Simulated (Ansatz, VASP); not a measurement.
## SrO in VASP and in Ansatz

INCAR

```
  ALGO = Normal
  EDIFF = 1E-6
  ENCUT = 600
  GGA = PS
  GGA_COMPAT = False
  ISIF = 2
  ISMEAR = -1
  IVDW = 13
  LASPH = True
  LCHARG = False
  LREAL = False
  LWAVE = False
  NBANDS = 78
  NELM = 120
  PREC = Accurate
  SIGMA = 0.05
```

Contents of KPOINTS:

```
k-points
0
Gamma
  2 2 2
```

The input POSCAR:

```
SrO
1.0
    0.0000000000      5.1326000000      5.1326000000
    5.1326000000      0.0000000000      5.1326000000
    5.1326000000      5.1326000000      0.0000000000
Sr O
8 8
Direct
    0.2500000000      0.2500000000      0.2500000000
    0.2500000000      0.2500000000      0.7500000000
    0.2500000000      0.7500000000      0.2500000000
    0.2500000000      0.7500000000      0.7500000000
    0.7500000000      0.2500000000      0.2500000000
    0.7500000000      0.2500000000      0.7500000000
    0.7500000000      0.7500000000      0.2500000000
    0.7500000000      0.7500000000      0.7500000000
    0.0000000000      0.0000000000      0.0000000000
    0.0000000000      0.0000000000      0.5000000000
    0.0000000000      0.5000000000      0.0000000000
    0.0000000000      0.5000000000      0.5000000000
    0.5000000000      0.0000000000      0.0000000000
    0.5000000000      0.0000000000      0.5000000000
    0.5000000000      0.5000000000      0.0000000000
    0.5000000000      0.5000000000      0.5000000000
```

Input for Ansatz:

```yaml
crystal:
  lattice:
    - [0.0, 2.5663, 2.5663]
    - [2.5663, 0.0, 2.5663]
    - [2.5663, 2.5663, 0.0]
  atoms:
    - { symbol: Sr, position: [0.5, 0.5, 0.5] }
    - { symbol: O, position: [0.0, 0.0, 0.0] }
  supercell: [2, 2, 2]
basis:
  ecutwfc: 420.0
kpoints:
  mp_grid:
    grid: [2, 2, 2]
hamiltonian:
  xc: pbesol
  dispersion: d4
scf:
  occupations:
    method: fermi_dirac
    width: 0.05
output:
  eigenvalues: true
```

Alike in both runs: task single point; functional PBEsol; dispersion D4; k mesh 2 × 2 × 2; occupations fermi-dirac, width 0.05 eV; no spin polarisation.

|  | VASP | Ansatz |
| --- | --- | --- |
| version | VASP 6.6.1 | Ansatz 0.2.0 |
| potentials or method | VASP PAW PBE potentials, release 64 (Sr_sv, O), cutoff 600 eV | plane waves, PAW |
| valence electrons in the cell | 128 | 128 |

|  | VASP | Ansatz | Ansatz less VASP |
| --- | --- | --- | --- |
| gap on the k mesh at the Fermi level (eV) | 3.15 | 3.19 | +0.048 |

VASP's potentials were made for PBE, not for PBEsol.

The k mesh is coarse, so the values compare programs but aren't converged.
